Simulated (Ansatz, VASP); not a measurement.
This is a calculation of Pd for Ansatz 0.2.0.

input

```
crystal:
  lattice:
    - [-1.572281, 1.572281, 1.572281]
    - [1.572281, -1.572281, 1.572281]
    - [1.572281, 1.572281, -1.572281]
  atoms:
    - { symbol: Pd, position: [0.0, 0.0, 0.0] }
hamiltonian:
  xc: r2scanh
  pseudopotentials: { kind: paw }
kpoints:
  mp_grid: { grid: [6, 6, 6] }
scf:
  occupations: { method: fermi_dirac, width: 0.05 }
output:
  forces: true
  stress: true
  eigenvalues: true
```

Task: Set up the same calculation for VASP 6.6.1. Potentials there: VASP PAW PBE potentials, release 64 (Pd).

Result: As run (the cutoff follows the program's own potentials):

The input POSCAR:

```
Pd
1.0
   -1.5722810000      1.5722810000      1.5722810000
    1.5722810000     -1.5722810000      1.5722810000
    1.5722810000      1.5722810000     -1.5722810000
Pd
1
Direct
    0.0000000000      0.0000000000      0.0000000000
```

Contents of INCAR.step1:

```
SYSTEM = Pd
PREC = Accurate
ENCUT = 520
EDIFF = 1E-5
ISMEAR = -1
SIGMA = 0.05
LREAL = .FALSE.
LASPH = .TRUE.
NELM = 80
ALGO = Normal
ISIF = 2
LWAVE = .TRUE.
LCHARG = .FALSE.
NBANDS = 11
GGA = PE
```

File INCAR.step2:

```
SYSTEM = Pd
PREC = Accurate
ENCUT = 520
EDIFF = 1E-6
ISMEAR = -1
SIGMA = 0.05
LREAL = .FALSE.
LASPH = .TRUE.
NELM = 80
ALGO = Normal
ISIF = 2
LWAVE = .FALSE.
LCHARG = .FALSE.
METAGGA = R2SCAN
LHFCALC = .TRUE.
AEXX = 0.1
LMIXTAU = .TRUE.
PRECFOCK = Normal
NBANDS = 11
ISTART = 1
```

The input KPOINTS:

```
regular mesh
0
G
  6 6 6
  0 0 0
```

Potentials or basis: VASP PAW PBE potentials, release 64 (Pd).

Launch:

```bash
$ cat potpaw_PBE.64/Pd/POTCAR > POTCAR
$ cp INCAR.step1 INCAR
$ mpirun -np 1 vasp_std > vasp.out
$ cp INCAR.step2 INCAR
$ mpirun -np 1 vasp_std > vasp.out
```

Both were run:

|  | VASP | Ansatz | Ansatz less VASP |
| --- | --- | --- | --- |
| gap on the k mesh at the Fermi level (eV) | none | none | - |
| pressure (GPa) | -7.1 | -7.6 | -0.48 |

VASP's potentials were made for PBE, not for r2SCANh. A gap of «none» marks a metal or a gap that the smearing closes. VASP's potentials hold 10 valence electrons a cell and Ansatz's 18, so a difference there can come from the potentials and not from the codes.

The k mesh is coarse, so the values compare programs but aren't converged.
